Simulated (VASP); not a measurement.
Wanted: the native input for a VASP 6.6.1 run.

```yaml
Task: single point
Functional: PBE
Potentials_or_basis: VASP PAW PBE potentials, release 64 (Al, Co, Ni)
Cutoff: 520 eV
k_mesh: 8 × 4 × 4
Occupations: gaussian, width 0.2 eV
Spin: no spin polarisation
Dipole_correction: no
Further_INCAR_settings: ALGO = Fast; EDIFF = 1e-06; NBANDS = 50
```

The structure of Al3CoNi2 lies in POSCAR:

```
Al3CoNi2
1.0
    0.0000000000     -2.8524205900      0.0000000000
   -5.7048411800      0.0000000000      0.0000000000
    0.0000000000      0.0000000000     -8.8099449722
Al Co Ni
6 2 4
Direct
    0.5000000000      0.7500000000      1.0000000000
    0.5000000000      0.2500000000      1.0000000000
    0.5000000000      0.7500000000      0.6637464162
    0.5000000000      0.2500000000      0.6637464162
    0.5000000000      0.7500000000      0.3362535838
    0.5000000000      0.2500000000      0.3362535838
    1.0000000000      0.5000000000      0.5000000000
    0.0000000000      0.0000000000      0.5000000000
    1.0000000000      1.0000000000      0.1687988168
    1.0000000000      0.5000000000      0.1687988168
    0.0000000000      1.0000000000      0.8312011832
    1.0000000000      0.5000000000      0.8312011832
```

These files were run (other wordings do the same):

INCAR

```
SYSTEM = Al3CoNi2
PREC = Accurate
ENCUT = 520
EDIFF = 1E-6
ISMEAR = 0
SIGMA = 0.2
LREAL = .False.
LASPH = .True.
NELM = 100
ALGO = Fast
ISIF = 2
LWAVE = .False.
LCHARG = .False.
GGA = PE
NBANDS = 50
```

KPOINTS

```
Automatic mesh
0
Gamma
  8 4 4
  0 0 0
```

Potentials or basis: VASP PAW PBE potentials, release 64 (Al, Co, Ni).

Launch:

```sh
$ cat potpaw_PBE.64/Al/POTCAR potpaw_PBE.64/Co/POTCAR potpaw_PBE.64/Ni/POTCAR > POTCAR
$ mpirun -np 1 vasp_std > vasp.out
```

It gave:

The pressure is 0.1 GPa, the largest force is 0.039 eV/Å and the band gap on the k mesh is zero (bands 38 and 39 overlap by 1.59 eV).

Caveat: the run has no spin polarisation, though such a crystal can be magnetic.

Run time: 3.4 min on 1 thread of Intel(R) Xeon(R) Platinum 8559C (Emerald Rapids), with other jobs on the host, peak memory 0.42 GiB.
